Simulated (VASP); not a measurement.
Input of a VASP 6.6.1 run:

Contents of INCAR:

```
SYSTEM = SrTiO3
PREC = Accurate ; ENCUT = 520
EDIFF = 1E-6 ; ISMEAR = 0
SIGMA = 0.05 ; LREAL = .False.
LASPH = .True. ; NELM = 100
ALGO = Normal ; ISIF = 2
LWAVE = .False. ; LCHARG = .True.
GGA = PE ; LELF = .True.
LVHAR = .True. ; NBANDS = 28
```

File KPOINTS:

```
regular mesh
0
Gamma
  8 8 8
  0 0 0
```

File POSCAR:

```
SrTiO3
1.0
    3.9364035669      0.0000000000      0.0000000000
    0.0000000000      3.9364035669      0.0196820178
    0.0000000000      0.0196820178      3.9364035669
Sr Ti O
1 1 3
Direct
    0.0000000000      0.0000000000      0.0000000000
    0.5000000000      0.5000000000      0.5000000000
    0.0000000000      0.5000000000      0.5000000000
    0.5000000000      0.0000000000      0.5000000000
    0.5000000000      0.5000000000      0.0000000000
```

Potentials or basis: VASP PAW PBE potentials, release 64 (Sr_sv, Ti_sv, O).

The run is started by

```console
$ cat potpaw_PBE.64/Sr_sv/POTCAR potpaw_PBE.64/Ti_sv/POTCAR potpaw_PBE.64/O/POTCAR > POTCAR
$ mpirun -np 1 vasp_std > vasp.out
```

Predict the band gap on the k mesh.

1.79 eV (least direct gap 2.14 eV).

Estimate the pressure.

0.7 GPa.

Stress tensor (GPa, compression positive):
```
 0.65  0.00  0.00
 0.00  0.65 -1.10
 0.00 -1.10  0.65
```

Caveat: the cell differs from its parent crystal (strain +0.0100 x Voigt [0, 0, 0, 1, 0, 0]). A k mesh can miss the band edges.
